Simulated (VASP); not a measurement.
The system is NaF.

```
CELL_PARAMETERS angstrom
0.00000 2.32000 2.32000
2.32000 0.00000 2.32000
2.32000 2.32000 0.00000
ATOMIC_POSITIONS crystal
Na 0.00000 0.00000 0.00000
F 0.50000 0.50000 0.50000
```

- Program: VASP 6.6.1
- Task: relaxation of cell and atoms
- Functional: PBE
- Potentials or basis: VASP PAW PBE potentials, release 64 (Na_pv, F)
- Cutoff: 600 eV
- k mesh: 7 × 7 × 7
- Occupations: gaussian, width 0.01 eV
- Spin: no spin polarisation

At the start: pressure 1.7 GPa; volume 12.49 Å³/atom.

Where does the relaxation end?

Over 3 steps the energy falls by 2.3 meV/atom and the volume is 12.95 Å³/atom (+3.7 %); space group Fm-3m (No. 225, to 0.1 Å) before and after.

Step by step:
| step | energy change (eV) | largest force (eV/Å) | pressure (GPa) | volume (Å³) |
| --- | --- | --- | --- | --- |
| 1 | 0.0000 | 0.0000 | 1.71 | 24.97 |
| 2 | -0.0037 | 0.0000 | 0.74 | 25.46 |
| 3 | -0.0046 | 0.0000 | -0.06 | 25.90 |

Final structure:
```yaml
crystal:
  lattice:
    - [0.00000, 2.34844, 2.34844]
    - [2.34844, 0.00000, 2.34844]
    - [2.34844, 2.34844, 0.00000]
  atoms:
    - { symbol: Na, position: [0.00000, 0.00000, 0.00000] }
    - { symbol: F, position: [0.50000, 0.50000, 0.50000] }
```
